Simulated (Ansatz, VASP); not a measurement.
# One calculation of MnGa3, two programs

```
CELL_PARAMETERS angstrom
0.00000 3.22202 3.22202
3.22202 0.00000 3.22202
3.22202 3.22202 0.00000
ATOMIC_POSITIONS crystal
Ga 0.25000 0.25000 0.25000
Ga 0.75000 0.75000 0.75000
Ga 0.50000 0.50000 0.50000
Mn 0.00000 0.00000 0.00000
```

Alike in both runs: functional PBE; k mesh 6 × 6 × 6; occupations gaussian, width 0.1 eV; collinear spin.

Ansatz relaxed the structure, and its values are those at the end. VASP's run is a single point on that final structure, the one shown.

|  | VASP | Ansatz |
| --- | --- | --- |
| version | VASP 6.6.1 | Ansatz 0.2.0 |
| potentials or method | VASP PAW PBE potentials, release 64 (Ga_d, Mn_pv), cutoff 520 eV | scalar-relativistic, plane waves, PAW |
| valence electrons in the cell | 52 | 54 |

|  | VASP | Ansatz | Ansatz less VASP |
| --- | --- | --- | --- |
| gap on the k mesh at the Fermi level (eV) | none | none | - |
| pressure (GPa) | 0.3 | 0.2 | -0.12 |
| net moment per atom (μB) | 0.80 | 0.80 | 0.000 |
| size of the moment on the site where the two differ most (μB) | 3.36 | 3.39 | +0.034 |

Site moments also hang on the region over which each program counts them. A gap of «none» marks a metal or a gap that the smearing closes. VASP's potentials hold 52 valence electrons a cell and Ansatz's 54, so a difference there can come from the potentials and not from the codes.
